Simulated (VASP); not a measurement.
Here is a VASP 6.6.1 calculation.

The input INCAR:

```
SYSTEM = Ge2Sb2O
ALGO = Normal
EDIFF = 1E-7
EDIFFG = -0.04
ENCUT = 600
GGA = PE
GGA_COMPAT = .False.
IBRION = 2
ISIF = 3
ISMEAR = 0
LASPH = .True.
LCHARG = .False.
LREAL = .False.
LWAVE = .False.
NELM = 120
NELMIN = 4
NSW = 90
PREC = Accurate
SIGMA = 0.1
```

File KPOINTS:

```
k-points
0
Gamma
  4 4 4
  0 0 0
```

POSCAR

```
Ge2Sb2O
1.0
    3.9731075300      0.0000000000      0.0000000000
    0.0000000000      3.9731075300      0.0000000000
    0.0000000000      0.0000000000      7.2640877000
Ge Sb O
2 2 1
Direct
    0.5000000000      0.5000000000      0.5000000000
    0.5000000000      0.5000000000      0.0000000000
    0.5000000000      0.5000000000      0.7624685800
    0.5000000000      0.5000000000      0.2375314200
    0.0000000000      0.0000000000      0.0000000000
```

Potentials or basis: VASP PAW PBE potentials, release 64 (Ge_d, Sb, O).

Command:

```bash
$ cat potpaw_PBE.64/Ge_d/POTCAR potpaw_PBE.64/Sb/POTCAR potpaw_PBE.64/O/POTCAR > POTCAR
$ mpirun -np 1 vasp_std > vasp.out
```

Task: Estimate the relaxed cell.

Result: a = 3.073 Å, b = 3.073 Å, c = 10.930 Å, α = 90.00°, β = 90.00°, γ = 90.00°.

Task: Predict the relaxed volume.

Result: 20.64 Å³/atom.

Task: Predict the band gap on the k mesh.

Result: Zero (bands 22 and 23 overlap by 5.52 eV).

Task: Estimate the space group after relaxing (to 0.1 Å).

Result: P4/mmm (No. 123).

Stress tensor (GPa, compression positive):
```
-0.11  0.00  0.00
 0.00 -0.11  0.00
 0.00  0.00  0.27
```

Caveat: the k points lie up to 0.51 Å⁻¹ apart in the final cell, too coarse for converged energies and pressures of a metal; a cell axis changed by over 15 % at a fixed basis, so the end point is rough; spin-orbit coupling is left out, which moves the levels of the heavy elements.
